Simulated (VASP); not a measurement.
# In2GeO3 (P4/mmm) in VASP: further runs, part 2 of 2

VASP 6.6.1. Earlier steps stand in the parts before.

### Step 5. Single point, PBE

This run uses another cell than the first one, of 18.91 Å³/atom.

The input, INCAR:

```
SYSTEM = In2GeO3
  PREC = Accurate
  ENCUT = 520
  EDIFF = 1E-7
  ISMEAR = 0
  SIGMA = 0.1
  LREAL = .False.
  LASPH = .True.
  NELM = 100
  ALGO = Fast
  ISIF = 2
  LWAVE = .False.
  LCHARG = .False.
  GGA = PE
  NBANDS = 38
```

The input, KPOINTS:

```
Automatic mesh
0
Gamma
  8 8 10
  0 0 0
```

The input, POSCAR:

```
In2GeO3
1.0
    5.3957023437      0.0000000000      0.0000000000
    0.0000000000      5.3957023437      0.0000000000
    0.0000000000      0.0000000000      3.8970741248
In Ge O
2 1 3
Direct
    0.0000000000      0.5000000000      0.5000000000
    0.5000000000      0.0000000000      0.5000000000
    0.5000000000      0.5000000000      0.5000000000
    0.0000000000      0.0000000000      0.6821996372
    0.0000000000      0.0000000000      0.3178003628
    0.5000000000      0.5000000000      0.0000000000
```

The run is started by

```
> cat potpaw_PBE.64/In_d/POTCAR potpaw_PBE.64/Ge_d/POTCAR potpaw_PBE.64/O/POTCAR > POTCAR
> mpirun -np 1 vasp_std > vasp.out
```

Run time: 21 min. Hardware: 1 thread of Oxide Virtual Turin-like, shared host; peak memory 0.42 GiB.

It converged, with:

- Free energy: -25.4947 eV
- Pressure: 0.1 GPa
- Largest force: 0.300 eV/Å
- Band gap on the k mesh: zero (bands 29 and 30 overlap by 0.72 eV)

Forces on the atoms (eV/Å):
```
In   0.000  0.000  0.000
In   0.000  0.000  0.000
Ge   0.000  0.000  0.000
O    0.000  0.000  0.300
O    0.000  0.000 -0.300
O    0.000  0.000  0.000
```

Stress tensor (GPa, compression positive):
```
-0.11  0.00  0.00
 0.00 -0.11  0.00
 0.00  0.00  0.60
```

Levels at points of the mesh, in eV from the Fermi level:
```
           k point  band 26  band 27  band 28  band 29  band 30  band 31  band 32  band 33
(0.00, 0.00, 0.00)    -3.37    -1.29     0.10     0.10     0.39     0.39     4.82     5.83
(0.50, 0.00, 0.00)    -1.61    -1.34    -0.08     0.10     0.38     3.19     4.16     4.69
(0.50, 0.50, 0.00)    -1.15    -1.15    -0.10    -0.10     1.26     4.09     4.53     4.53
(0.00, 0.00, 0.50)    -2.23    -1.77    -1.77    -0.55    -0.55    -0.01     1.73     2.42
(0.50, 0.00, 0.50)    -1.89    -1.48    -1.32    -0.59     0.92     1.75     1.78     3.88
(0.50, 0.50, 0.50)    -2.62    -0.86    -0.86    -0.53     2.09     2.62     2.62     4.37
```

Caveat: spin-orbit coupling is left out, which moves the levels of the heavy elements.

### Step 6. Single point, PBE

This run uses another cell than the first one, of 18.91 Å³/atom.

The input, INCAR:

```
ALGO = Fast
EDIFF = 1E-6
ENCUT = 520
GGA = PE
ISIF = 2
ISMEAR = 0
LASPH = True
LCHARG = False
LREAL = False
LWAVE = False
NBANDS = 38
NELM = 100
PREC = Accurate
SIGMA = 0.1
```

The input, KPOINTS:

```
k-points
0
Gamma
  8 8 10
```

POSCAR is that of step 5.

Potentials or basis: VASP PAW PBE potentials, release 64 (In_d, Ge_d, O).

The run is started by

```
> cat potpaw_PBE.64/In_d/POTCAR potpaw_PBE.64/Ge_d/POTCAR potpaw_PBE.64/O/POTCAR > POTCAR
> mpirun -np 1 vasp_std > vasp.out
```

OUTCAR:

```text
EDIFF = 1E-6
   ENCUT = 520
   GGA = PE
   ISIF = 2
   ISMEAR = 0
   LASPH = True
   LREAL = False
   NELM = 100
   PREC = Accurate

 ion  position               nearest neighbor table
   1  0.000  0.500  0.500-   3 2.70   3 2.70   5 2.79   4 2.79   5 2.79   4 2.79   2 3.82   2 3.82
                             2 3.82   2 3.82
   2  0.500  0.000  0.500-   3 2.70   3 2.70   5 2.79   4 2.79   4 2.79   5 2.79   1 3.82   1 3.82
                             1 3.82   1 3.82
[... 1196 lines left out ...]
  -------------------------------------------------------------------------------------
  Total       -0.0762695     -0.0762695      0.4251817      0.0000000      0.0000000     -0.0000000
  in kB       -1.0770271     -1.0770271      6.0041364      0.0000000      0.0000000     -0.0000000
  external PRESSURE =       1.2833607 kB  Pullay stress =       0.0000000 kB

 VOLUME and BASIS-vectors are now :
 -----------------------------------------------------------------------------
  energy-cutoff  :      520.00
  volume of cell :      113.46
      direct lattice vectors                 reciprocal lattice vectors
     5.395702344  0.000000000  0.000000000     0.185332684  0.000000000  0.000000000
     0.000000000  5.395702344  0.000000000     0.000000000  0.185332684  0.000000000
     0.000000000  0.000000000  3.897074125     0.000000000  0.000000000  0.256602766

 POSITION                                       TOTAL-FORCE (eV/Angst)
 -----------------------------------------------------------------------------------
      0.00000      2.69785      1.94854        -0.000000      0.000000      0.000000
      2.69785      0.00000      1.94854        -0.000000      0.000000      0.000000
      2.69785      2.69785      1.94854        -0.000000      0.000000      0.000000
      0.00000      0.00000      2.65858        -0.000000     -0.000000      0.299218
      0.00000      0.00000      1.23849         0.000000     -0.000000     -0.299218
      2.69785      2.69785      0.00000        -0.000000      0.000000      0.000000
 -----------------------------------------------------------------------------------
    total drift:                               -0.000000      0.000000     -0.000000

  FREE ENERGIE OF THE ION-ELECTRON SYSTEM (eV)
  ---------------------------------------------------
  free  energy   TOTEN  =       -25.4946646748 eV

  energy  without entropy=      -25.4704345460  energy(sigma->0) =      -25.48254961
```

stdout:

```text
POSCAR found type information on POSCAR InGeO
 POSCAR found :  3 types and       6 ions
 scaLAPACK will be used
 LDA part: xc-table for (Slater+PW92), standard interpolation
 POSCAR, INCAR and KPOINTS ok, starting setup
 FFT: planning ... GRIDC
 FFT: planning ... GRID_SOFT
 FFT: planning ... GRID
 WAVECAR not read
 entering main loop
WARNING in EDDRMM: call to ZHEGV failed, returncode =   8  4     35
WARNING in EDDRMM: call to ZHEGV failed, returncode =   8  4     34
WARNING in EDDRMM: call to ZHEGV failed, returncode =   8  4     34
WARNING in EDDRMM: call to ZHEGV failed, returncode =   6  3     33
WARNING in EDDRMM: call to ZHEGV failed, returncode =   6  3     20
WARNING in EDDRMM: call to ZHEGV failed, returncode =   6  3     34
WARNING in EDDRMM: call to ZHEGV failed, returncode =   6  3     35
WARNING in EDDRMM: call to ZHEGV failed, returncode =   6  3     30
WARNING in EDDRMM: call to ZHEGV failed, returncode =   6  3     32
WARNING in EDDRMM: call to ZHEGV failed, returncode =   6  3     31
```

Wall time 18 min (1 thread of Oxide Virtual Turin-like, shared host); peak memory 0.42 GiB.

Results:

```yaml
Free_energy: -25.4947 eV
Pressure: 0.1 GPa
Largest_force: 0.299 eV/Å
Band_gap_on_the_k_mesh: zero (bands 29 and 30 overlap by 0.72 eV)
```

Forces on the atoms (eV/Å):
```
In   0.000  0.000  0.000
In   0.000  0.000  0.000
Ge   0.000  0.000  0.000
O    0.000  0.000  0.299
O    0.000  0.000 -0.299
O    0.000  0.000  0.000
```

Stress tensor (GPa, compression positive):
```
-0.11  0.00  0.00
 0.00 -0.11  0.00
 0.00  0.00  0.60
```

Caveat: spin-orbit coupling is left out, which moves the levels of the heavy elements.

### Step 7. Overview

```csv
task,cell,k mesh,cutoff (eV),gap on the mesh (eV),pressure (GPa),largest force (eV/Å)
single point,"a = 4.411, b = 4.411, c = 4.903 Å, 6 atoms, atomic positions A",4 × 4 × 4,520,none,25.3,0.77
single point,"a = 5.422, b = 5.422, c = 3.894 Å, 6 atoms, atomic positions B",4 × 4 × 4,520,none,0.2,0.32
relaxation of cell and atoms,"relaxed from a = 4.411, b = 4.411, c = 4.903 Å, 6 atoms, atomic positions A",4 × 4 × 4,600,none,0.1,0.02
single point,"a = 5.396, b = 5.396, c = 3.897 Å, 6 atoms, atomic positions C",8 × 8 × 10,520,none,0.1,0.30
```

Alike in all rows: level PBE; potentials or basis VASP PAW PBE potentials, release 64 (In_d, Ge_d, O); no spin polarisation; smearing gaussian 0.1 eV.

Caveats: some runs use coarse meshes; spin-orbit coupling is left out, which moves the levels of the heavy elements; the stress differs along the axes, from -21 to 49 GPa (at least some runs); the volume moved by over 15 % at a fixed basis, so the end points are rough (at least some runs).

Absolute energies hang on the potentials; compare differences alone.
